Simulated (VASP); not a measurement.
# Al3H2 (R-3m) in VASP: notebook

The runs below take Al3H2 through single point, relaxation of cell and atoms, with PBE.

Program: VASP 6.6.1. These are calculated values, not measurements. Logs are shortened: lines on timing, memory, paths and dates and some standing lists are left out, and cuts for length are marked.

**1. The cell of the first run**

It takes space group R-3m (No. 166, trigonal). Conventional cell: a = 3.028 Å, b = 3.028 Å, c = 21.297 Å, α = 90.00°, β = 90.00°, γ = 120.00°. Within 3.3 Å of Al (site symmetry -3m) lie 6 H at 2.47 Å and 12 Al at 3.01 to 3.03 Å. Within 2.5 Å of Al (site symmetry 3m) lie 3 H at 1.89 Å. H (site symmetry 3m) has 6 Al at 1.89 to 2.47 Å within 2.5 Å.

**2. Single point, PBE**

Contents of INCAR:

```
SYSTEM = Al3H2
PREC = Accurate
ENCUT = 520
EDIFF = 1E-6
ISMEAR = 0
SIGMA = 0.1
LREAL = .False.
LASPH = .True.
NELM = 60
ALGO = Normal
ISIF = 2
LWAVE = .False.
LCHARG = .False.
GGA = PE
NBANDS = 14
```

Contents of KPOINTS:

```
regular mesh
0
Gamma
  12 12 12
  0 0 0
```

Contents of POSCAR:

```
Al3H2
1.0
    1.5139696523      0.8740907863      7.0989102712
   -1.5139696523      0.8740907863      7.0989102712
    0.0000000000     -1.7481815726      7.0989102712
Al H
3 2
Direct
    0.0000000000      0.0000000000      0.0000000000
    0.2183107501      0.2183107501      0.2183107501
    0.7816892499      0.7816892499      0.7816892499
    0.4151090426      0.4151090426      0.4151090426
    0.5848909574      0.5848909574      0.5848909574
```

Potentials or basis: VASP PAW PBE potentials, release 64 (Al, H).

Command:

```bash
$ cat potpaw_PBE.64/Al/POTCAR potpaw_PBE.64/H/POTCAR > POTCAR
$ mpirun -np 1 vasp_std > vasp.out
```

OUTCAR:

```text
SYSTEM = Al3H2
   PREC = Accurate
   ENCUT = 520
   EDIFF = 1E-6
   ISMEAR = 0
   LREAL = .False.
   LASPH = .True.
   NELM = 60
   ISIF = 2
   GGA = PE

 ion  position               nearest neighbor table
   1  0.000  0.000  0.000-   3 3.01   2 3.01   3 3.01   3 3.01   2 3.01   2 3.01
   2  0.218  0.218  0.218-   5 1.89   5 1.89   5 1.89   3 2.81   3 2.81   3 2.81   1 3.01   1 3.01
                             1 3.01
   3  0.782  0.782  0.782-   4 1.89   4 1.89   4 1.89   2 2.81   2 2.81   2 2.81   1 3.01   1 3.01
                             1 3.01
   4  0.415  0.415  0.415-   3 1.89   3 1.89   3 1.89
   5  0.585  0.585  0.585-   2 1.89   2 1.89   2 1.89

  LATTYP: Found a trigonal (rhomboedric) cell.
 ALAT       =     7.3109962282
 COS(alpha) =     0.9142347781

  Lattice vectors:

 A1 = (   1.5139696523,   0.8740907863,   7.0989102712)
 A2 = (  -1.5139696523,   0.8740907863,   7.0989102712)
 A3 = (   0.0000000000,  -1.7481815726,   7.0989102712)

Analysis of symmetry for initial positions (statically):
=====================================================================
 Subroutine PRICEL returns:
 Original cell was already a primitive cell.

 Routine SETGRP: Setting up the symmetry group for a
 trigonal (rhombohedral) supercell.

 Subroutine GETGRP returns: Found 12 space group operations
 (whereof 12 operations were pure point group operations)
 out of a pool of 12 trial point group operations.

The static configuration has the point symmetry D_3d.

Analysis of symmetry for dynamics (positions and initial velocities):
=====================================================================
 Subroutine PRICEL returns:
 Original cell was already a primitive cell.

 Routine SETGRP: Setting up the symmetry group for a
 trigonal (rhombohedral) supercell.

 Subroutine GETGRP returns: Found 12 space group operations
 (whereof 12 operations were pure point group operations)
 out of a pool of 12 trial point group operations.

The dynamic configuration has the point symmetry D_3d.

 Subroutine INISYM returns: Found 12 space group operations
 (whereof 12 operations are pure point group operations),
 and found     1 'primitive' translations

----------------------------------------------------------------------------------------

                                     Primitive cell

  volume of cell :      56.3659

  direct lattice vectors                    reciprocal lattice vectors
     1.513969652  0.874090786  7.098910271     0.330257611  0.190674320  0.046955564
    -1.513969652  0.874090786  7.098910271    -0.330257611  0.190674320  0.046955564
     0.000000000 -1.748181573  7.098910271     0.000000000 -0.381348641  0.046955564

  length of vectors
     7.310996228  7.310996228  7.310996228     0.384228592  0.384228592  0.384228592

  position of ions in fractional coordinates (direct lattice)
     0.000000000  0.000000000  0.000000000
     0.218310750  0.218310750  0.218310750
     0.781689250  0.781689250  0.781689250
     0.415109043  0.415109043  0.415109043
     0.584890957  0.584890957  0.584890957

  ion indices of the primitive-cell ions
   primitive index   ion index
                 1           1
                 2           2
                 3           3
                 4           4
                 5           5

----------------------------------------------------------------------------------------

 KPOINTS: regular mesh

Automatic generation of k-mesh.
 Grid dimensions read from file:
 generate k-points for:   12   12   12

 Generating k-lattice:

  Cartesian coordinates                     Fractional coordinates (reciprocal lattice)
     0.027521468  0.015889527  0.003912964     0.083333333  0.000000000 -0.000000000
    -0.027521468  0.015889527  0.003912964     0.000000000  0.083333333 -0.000000000
     0.000000000 -0.031779053  0.003912964    -0.000000000 -0.000000000  0.083333333

  Length of vectors
     0.032019049  0.032019049  0.032019049

  Shift w.r.t. Gamma in fractional coordinates (k-lattice)
     0.000000000  0.000000000  0.000000000

 Subroutine IBZKPT returns following result:
 ===========================================

 Found    189 irreducible k-points:

 Following reciprocal coordinates:
            Coordinates               Weight
  0.000000  0.000000  0.000000      1.000000
  0.083333  0.000000 -0.000000      6.000000
  0.166667  0.000000  0.000000      6.000000
  0.250000  0.000000 -0.000000      6.000000
  0.333333 -0.000000 -0.000000      6.000000
  0.416667 -0.000000  0.000000      6.000000
[... 16 lines left out ...]
  0.500000  0.166667 -0.000000     12.000000
 -0.416667  0.166667  0.000000     12.000000
 [... further k-points ...]
   k-points           NKPTS =    189   k-points in BZ     NKDIM =    189   number of bands    NBANDS=     14
   number of dos      NEDOS =    301   number of ions     NIONS =      5
   total plane-waves  NPLWV = 157464
   dimension x,y,z NGX =    54 NGY =   54 NGZ =   54
   dimension x,y,z NGXF=   108 NGYF=  108 NGZF=  108
   ions per type =               3   2
   NGX,Y,Z   is equivalent  to a cutoff of  12.28, 12.28, 12.28 a.u.
   NGXF,Y,Z  is equivalent  to a cutoff of  24.56, 24.56, 24.56 a.u.
 SYSTEM =  Al3H2
   PREC   = accura    normal or accurate (medium, high low for compatibility)
   ISTART =      0    job   : 0-new  1-cont  2-samecut
   ICHARG =      2    charge: 1-file 2-atom 10-const
   ISPIN  =      1    spin polarized calculation?
   LNONCOLLINEAR =      F non collinear calculations
   LSORBIT =      F    spin-orbit coupling
   LASPH  =      T    aspherical Exc in radial PAW
   ENCUT  =  520.0 eV  38.22 Ry    6.18 a.u.  13.59 13.59 13.59*2*pi/ulx,y,z
   NELM   =     60;   NELMIN=  2; NELMDL= -5     # of ELM steps
   EDIFF  = 0.1E-05   stopping-criterion for ELM
   LREAL  =      F    real-space projection
   EDIFFG = 0.1E-04   stopping-criterion for IOM
   NSW    =      0    number of steps for IOM
   IBRION =     -1    ionic relax: 0-MD 1-quasi-New 2-CG
   NFREE  =      0    steps in history (QN), initial steepest desc. (CG)
   ISIF   =      2    stress and relaxation
   ISYM   =      2    0-nonsym 1-usesym 2-fastsym
   POTIM  = 0.5000    time-step for ionic-motion
   TEBEG  =    0.0;   TEEND  =   0.0 temperature during run
   PSTRESS=    0.0 pullay stress
   NELECT =      11.0000    total number of electrons
   NUPDOWN=      -1.0000    fix difference up-down
   EMIN   =  10.00;   EMAX   =-10.00  energy-range for DOS
   EFERMI =   0.00;   METHOD = LEGACY
   ISMEAR =     0;   SIGMA  =   0.10  broadening in eV -4-tet -1-fermi 0-gaus
   EFERMI_NEDOS =   21; number of points for ismear=-14 and -15
   IALGO  =     38    algorithm
   IMIX   =      4    mixing-type and parameters
     AMIX     =   0.40;   BMIX     =  1.00
     AMIX_MAG =   1.60;   BMIX_MAG =  1.00
  volume/ion in A,a.u.               =      11.27        76.08
  Fermi-wavevector in a.u.,A,eV,Ry     =   0.949584  1.794454 12.268513  0.901710
  Thomas-Fermi vector in A             =   2.077881
   LORBIT       =      0    0 simple, 1 ext, 2 COOP (PROOUT), +10 PAW based schemes
   GGA     = PE    functional components
   LHFCALC =     F    Hartree Fock is set to
   AEXX    =    0.0000 exact exchange contribution
   IVDW    =     0    specifies the selected vdW correction
   LEPSILON=     F    determine dielectric tensor
   LRPA    =     F    only Hartree local field effects (RPA)
 non-spin polarized calculation
 Gauss-broadening in eV      SIGMA  =   0.10
  energy-cutoff  :      520.00
  volume of cell :       56.37
 maximum number of plane-waves:      1542
   NGX = 27   NGY = 27   NGZ = 27

 number of electron      11.0000000 magnetization

 Free energy of the ion-electron system (eV)
  ---------------------------------------------------
  ext. energy  EPLUGINS =         0.00000000
  ---------------------------------------------------
  free energy    TOTEN  =       -16.59195839 eV

  energy without entropy =      -16.58445360  energy(sigma->0) =      -16.58820600

 E-fermi :   7.4386     XC(G=0): -10.1758

 val. band max:        7.4366367466   @ k =  -0.1667   0.5000   0.1667
 cond. band min:       7.4482834729   @ k =   0.4167   0.2500  -0.0000
 fundamental gap:      0.0116467263
 Fermi energy:         7.4386180951

 k-point     1 :       0.0000    0.0000    0.0000
  band No.  band energies     occupation
      1      -4.6953      2.00000
      2      -2.8096      2.00000
      3      -0.4832      2.00000
      4       5.7250      2.00000
      5       7.8686      0.00000
      6      13.9739      0.00000
      7      14.8907      0.00000
      8      16.0537      0.00000
      9      16.0537      0.00000
     10      16.1556      0.00000
     11      16.1556      0.00000
     12      16.9960      0.00000
     13      17.0356      0.00000
     14      17.0643      0.00000

 k-point     2 :       0.0833    0.0000   -0.0000
  band No.  band energies     occupation
      1      -4.5495      2.00000
      2      -2.6830      2.00000
      3      -0.3238      2.00000
      4       5.7751      2.00000
      5       8.0349      0.00000
      6      12.7830      0.00000
      7      13.0651      0.00000
      8      14.7038      0.00000
      9      15.0247      0.00000
     10      15.5089      0.00000
     11      15.5602      0.00000
     12      17.6045      0.00000
     13      17.7271      0.00000
     14      18.0458      0.00000
[... 343 lines left out ...]
      1      -0.8230      2.00000
      2       0.2096      2.00000
      3       3.0572      2.00000
      4       3.9181      2.00000
      5       5.4106      2.00000
      6       6.7716      2.00000
      7       7.3102      1.93075
      8       7.9459      0.00000
      9       9.2787      0.00000
     10      12.4070      0.00000
     11      12.7048      0.00000
     12      13.9381      0.00000
     13      14.1759      0.00000
     14      16.0855      0.00000

 k-point    24 :      -0.4167    0.1667    0.0000
  band No.  band energies     occupation
      1      -0.1011      2.00000
      2       0.7192      2.00000
      3       2.3301      2.00000
      4       3.9214      2.00000
      5       5.2866      2.00000
      6       6.3435      2.00000
      7       6.7215      2.00000
      8       7.7477      0.00001
      9      10.2007      0.00000
     10      11.5524      0.00000
     11      12.3226      0.00000
     12      13.7625      0.00000
     13      14.0463      0.00000
     14      15.8491      0.00000

 [... further k-points ...]
[... 5 lines left out ...]
  --------------------------------------------------------------------------------------
  -------------------------------------------------------------------------------------
  Total       -0.0263063     -0.0263063     -0.0397095      0.0000000      0.0000000     -0.0000000
  in kB       -0.7477462     -0.7477462     -1.1287258      0.0000000      0.0000000     -0.0000000
  external PRESSURE =      -0.8747394 kB  Pullay stress =       0.0000000 kB

 VOLUME and BASIS-vectors are now :
 -----------------------------------------------------------------------------
  energy-cutoff  :      520.00
  volume of cell :       56.37
      direct lattice vectors                 reciprocal lattice vectors
     1.513969652  0.874090786  7.098910271     0.330257611  0.190674320  0.046955564
    -1.513969652  0.874090786  7.098910271    -0.330257611  0.190674320  0.046955564
     0.000000000 -1.748181573  7.098910271     0.000000000 -0.381348641  0.046955564

 POSITION                                       TOTAL-FORCE (eV/Angst)
 -----------------------------------------------------------------------------------
      0.00000      0.00000      0.00000         0.000000      0.000000      0.000000
      0.00000      0.00000      4.64931        -0.000000      0.000000      0.000390
      0.00000      0.00000     16.64743        -0.000000      0.000000     -0.000390
      0.00000      0.00000      8.84047        -0.000000     -0.000000      0.002825
      0.00000      0.00000     12.45627        -0.000000      0.000000     -0.002825
 -----------------------------------------------------------------------------------
    total drift:                               -0.000000      0.000000      0.000000

  FREE ENERGIE OF THE ION-ELECTRON SYSTEM (eV)
  ---------------------------------------------------
  free  energy   TOTEN  =       -16.5919583937 eV

  energy  without entropy=      -16.5844536037  energy(sigma->0) =      -16.58820600
```

Wall time 8.1 min (1 thread of Intel Xeon Platinum 8259CL at 2.50GHz (Skylake/Cascade Lake), shared host); peak memory 0.44 GiB.

Results:

```
Free energy            : -16.5920 eV
Pressure               : -0.1 GPa
Band gap on the k mesh : zero (an odd number of electrons rules out a gap without spin polarisation)
```

Forces in eV/Å, atoms in the order of the input:
```
Al   0.000  0.000  0.000
Al   0.000  0.000  0.000
Al   0.000  0.000  0.000
H    0.000  0.000  0.003
H    0.000  0.000 -0.003
```

Levels at points of the mesh, in eV from the Fermi level:
| k point | band 1 | band 2 | band 3 | band 4 | band 5 | band 6 | band 7 | band 8 | band 9 | band 10 |
| --- | --- | --- | --- | --- | --- | --- | --- | --- | --- | --- |
| (0.00, 0.00, 0.00) | -12.13 | -10.25 | -7.92 | -1.71 | 0.43 | 6.54 | 7.45 | 8.62 | 8.62 | 8.72 |
| (0.50, 0.00, 0.00) | -7.88 | -7.00 | -5.53 | -3.94 | -2.45 | -1.72 | 1.20 | 3.28 | 4.15 | 4.52 |
| (0.50, 0.50, 0.00) | -7.68 | -7.29 | -5.35 | -4.48 | -1.80 | -1.21 | 1.26 | 1.77 | 3.67 | 3.91 |
| (0.50, 0.50, 0.50) | -11.58 | -11.37 | -5.50 | -5.26 | 3.97 | 5.47 | 7.80 | 8.46 | 8.46 | 8.48 |

(Part 1 of 2 ends here.)

The gap in the log of VASP goes by the Fermi energy; the results here count the filled bands.